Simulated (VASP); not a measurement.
Wanted: the native input for a VASP 6.6.1 run.

- Task: single point
- Functional: PBE
- Potentials or basis: VASP PAW PBE potentials, release 64 (Si, O)
- Cutoff: 520 eV
- k mesh: 6 × 6 × 4
- Occupations: gaussian, width 0.1 eV
- Spin: no spin polarisation
- Dipole correction: no
- Further INCAR settings: ALGO = Normal; EDIFF = 1e-07; NBANDS = 44

The structure of SiO2 lies in POSCAR:

```
SiO2
1.0
    5.2720175177      0.0000000000      0.0000000000
   -2.6360087588      4.5657010995      0.0000000000
    0.0000000000      0.0000000000      8.6147730507
Si O
4 8
Direct
    0.3333333333      0.6666666667      0.0625940930
    0.6666666667      0.3333333333      0.5625940930
    0.3333333333      0.6666666667      0.4374059070
    0.6666666667      0.3333333333      0.9374059070
    0.3333333333      0.6666666667      0.2500000000
    0.6666666667      0.3333333333      0.7500000000
    0.5000000000      0.0000000000      0.0000000000
    0.5000000000      0.5000000000      0.5000000000
    0.0000000000      0.5000000000      0.0000000000
    0.5000000000      0.0000000000      0.5000000000
    0.5000000000      0.5000000000      0.0000000000
    0.0000000000      0.5000000000      0.5000000000
```

The input as run:

INCAR

```
SYSTEM = SiO2
ALGO = Normal
EDIFF = 1E-7
ENCUT = 520
GGA = PE
ISIF = 2
ISMEAR = 0
LASPH = .TRUE.
LCHARG = .FALSE.
LREAL = .FALSE.
LWAVE = .FALSE.
NBANDS = 44
NELM = 80
PREC = Accurate
SIGMA = 0.1
```

KPOINTS

```
k-points
0
G
  6 6 4
  0 0 0
```

Potentials or basis: VASP PAW PBE potentials, release 64 (Si, O).

Run with:

```bash
$ cat potpaw_PBE.64/Si/POTCAR potpaw_PBE.64/O/POTCAR > POTCAR
$ mpirun -np 1 vasp_std > vasp.out
```

Results of the run:

```json
{
 "Pressure": "0.2 GPa",
 "Largest force": "0.029 eV/Å",
 "Band gap on the k mesh": "5.37 eV"
}
```

It took 5.7 min on 1 thread of AMD EPYC 7R13, on a shared host, peak memory 0.34 GiB.
